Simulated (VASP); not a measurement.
Runs of VASP 6.6.1 on Ir. The structure is that of space group P6_3/mmc (No. 194), or close to it. The cells are those of the table. 

| task | cell | k mesh | cutoff (eV) | gap on the mesh (eV) | pressure (GPa) | relaxed volume (Å³/atom) |
| --- | --- | --- | --- | --- | --- | --- |
| single point | a = 4.228, b = 4.228, c = 4.810 Å, angles 90.0, 90.0, 120.0°, 4 atoms | 12 × 12 × 10 | 520 | none | 0.2 | - |
| single point | a = 3.931, b = 3.931, c = 6.268 Å, angles 90.0, 90.0, 120.0°, 4 atoms | 15 × 15 × 8 | 520 | none | -0.3 | - |
| relaxation of cell and atoms | relaxed from a = 4.229, b = 4.229, c = 4.801 Å, angles 90.0, 90.0, 120.0°, 4 atoms | 12 × 12 × 10 | 600 | - | 0.0 | 18.64 |
| relaxation of cell and atoms | relaxed from a = 4.264, b = 4.264, c = 4.698 Å, angles 90.0, 90.0, 120.0°, 4 atoms | 6 × 6 × 4 | 500 | - | 0.2 | 18.59 |
| relaxation of cell and atoms | relaxed from a = 2.969, b = 2.969, c = 8.085 Å, angles 90.0, 90.0, 120.0°, 4 atoms | 6 × 6 × 2 | 500 | - | 0.0 | (a) |

Alike in all rows: level PBEsol; potentials or basis VASP PAW PBE potentials, release 64 (Ir); no spin polarisation; smearing gaussian 0.1 eV.

Task: Fill in the values left out.

Result: (a) 18.51.

Caveats: some runs use coarse meshes; the PAW data sets were made with another functional, which shifts forces and pressure a little; spin-orbit coupling is left out, which moves the levels of the heavy elements; the bands computed are all filled at some k points, so no gap is given (some runs); the volume moved by over 15 % at a fixed basis, so the end points are rough (some runs).

A k mesh can miss the band edges, and the runs leave out spin-orbit coupling on Ir.

A gap of «none» marks levels without a gap at the run's occupations.
